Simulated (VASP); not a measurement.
Write the native input for VASP 6.6.1 that does the following.

* Task: single point
* Functional: PBE
* Potentials or basis: VASP PAW PBE potentials, release 64 (Zn, S)
* Cutoff: 500 eV
* k mesh: 6 × 6 × 6
* Occupations: gaussian, width 0.05 eV
* Spin: no spin polarisation
* Dipole correction: no
* Further INCAR settings: ALGO = Normal; EDIFF = 1e-06; NBANDS = 16

The structure of ZnS lies in POSCAR:

```
ZnS
1.0
    0.0000000000      2.7451239045      2.7451239045
    2.7451239045      0.0000000000      2.7451239045
    2.7451239045      2.7451239045      0.0000000000
Zn S
1 1
Direct
    0.0000000000      0.0000000000      0.0000000000
    0.2500000000      0.2500000000      0.2500000000
```

The input as run:

INCAR

```
ALGO = Normal ; EDIFF = 1E-6
ENCUT = 500 ; GGA = PE
GGA_COMPAT = False ; ISIF = 2
ISMEAR = 0 ; LASPH = True
LCHARG = True ; LELF = True
LREAL = False ; LVHAR = True
LWAVE = False ; NBANDS = 16
NELM = 120 ; PREC = Accurate
SIGMA = 0.05
```

KPOINTS

```
k-points
0
Gamma
  6 6 6
```

Potentials or basis: VASP PAW PBE potentials, release 64 (Zn, S).

The run is started by

```sh
$ cat potpaw_PBE.64/Zn/POTCAR potpaw_PBE.64/S/POTCAR > POTCAR
$ mpirun -np 1 vasp_std > vasp.out
```

It gave:

```
Pressure               : -1.5 GPa
Band gap on the k mesh : 1.91 eV, direct
```

Run time: 8.3 s on 1 thread of Intel(R) Xeon(R) 6975P-C (Granite Rapids), on a shared host, peak memory 0.15 GiB.
